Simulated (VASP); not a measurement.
# Zr: single point with revPBE

Zr:

```xyz
1
Lattice="-1.7513 1.7513 1.7513 1.7513 -1.7513 1.7513 1.7513 1.7513 -1.7513" Properties=species:S:1:pos:R:3 pbc="T T T"
Zr    0.0000    0.0000    0.0000
```

This cell differs from its parent crystal: volume scaled by 0.92.

```
Program             : VASP 6.6.1
Task                : single point
Functional          : revPBE
Potentials or basis : VASP PAW PBE potentials, release 64 (Zr_sv)
Cutoff              : 520 eV
k mesh              : 14 × 14 × 14
Occupations         : fermi-dirac, width 0.1 eV
Spin                : no spin polarisation
```

```
Pressure               : 7.9 GPa
Band gap on the k mesh : zero (band 6 reaches 10.85 eV, above the bottom of band 7 at 9.01 eV)
```

Levels at points of the mesh, in eV from the Fermi level:
```csv
k point,band 3,band 4,band 5,band 6,band 7,band 8,band 9,band 10
"(0.00, 0.00, 0.00)",-25.74,-25.74,-5.47,1.18,1.18,1.18,3.86,3.86
"(0.50, 0.00, 0.00)",-26.12,-25.75,-3.00,-0.80,1.95,3.90,4.63,6.93
"(0.50, 0.50, 0.50)",-26.58,-26.58,-2.88,-2.88,6.17,6.17,6.17,8.04
```

Wall time 14 s on 1 thread of Intel(R) Xeon(R) Platinum 8259CL CPU @ 2.50GHz (Skylake/Cascade Lake), with other jobs on the host, peak memory 0.15 GiB.

Caveat: the PAW data sets were made with another functional, which shifts forces and pressure a little.
